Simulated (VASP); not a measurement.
A run of VASP 6.6.1:

POSCAR

```
Cd2S
1.0
    4.0148164244      0.0000000000      0.0000000000
   -2.0074082122      3.4769330151      0.0000000000
    0.0000000000      0.0000000000      5.8856375034
Cd S
2 1
Direct
    0.3333333333      0.6666666667      0.9327170000
    0.6666666667      0.3333333333      0.5787350000
    0.3333333333      0.6666666667      0.3657050000
```

INCAR.step1

```
SYSTEM = Cd2S
PREC = Accurate
ENCUT = 520
ISMEAR = -1
SIGMA = 0.05
LREAL = .False.
LASPH = .True.
NELM = 80
NBANDS = 22
GGA = PE
ALGO = Normal
EDIFF = 1E-4
LWAVE = .True.
LCHARG = .False.
```

The input INCAR.step2:

```
SYSTEM = Cd2S
PREC = Accurate
ENCUT = 520
EDIFF = 1E-6
ISMEAR = -1
SIGMA = 0.05
LREAL = .False.
LASPH = .True.
NELM = 80
ALGO = Normal
ISIF = 2
LWAVE = .False.
LCHARG = .False.
METAGGA = R2SCAN
LMIXTAU = .True.
NBANDS = 22
ISTART = 1
```

KPOINTS

```
Automatic mesh
0
Gamma
  8 8 5
  0 0 0
```

Potentials or basis: VASP PAW PBE potentials, release 64 (Cd, S).

Command:

```sh
$ cat potpaw_PBE.64/Cd/POTCAR potpaw_PBE.64/S/POTCAR > POTCAR
$ cp INCAR.step1 INCAR
$ mpirun -np 1 vasp_std > vasp.out
$ cp INCAR.step2 INCAR
$ mpirun -np 1 vasp_std > vasp.out
```

Hardware: 1 thread of Intel(R) Xeon(R) Platinum 8259CL CPU @ 2.50GHz (Skylake/Cascade Lake), with other jobs on the host.

Problem. Estimate the wall time of this run.

Solution. Run time: 5 min on 1 thread of Intel(R) Xeon(R) Platinum 8259CL CPU @ 2.50GHz (Skylake/Cascade Lake), with other jobs on the host, peak memory 0.24 GiB. Counts: k points 40.
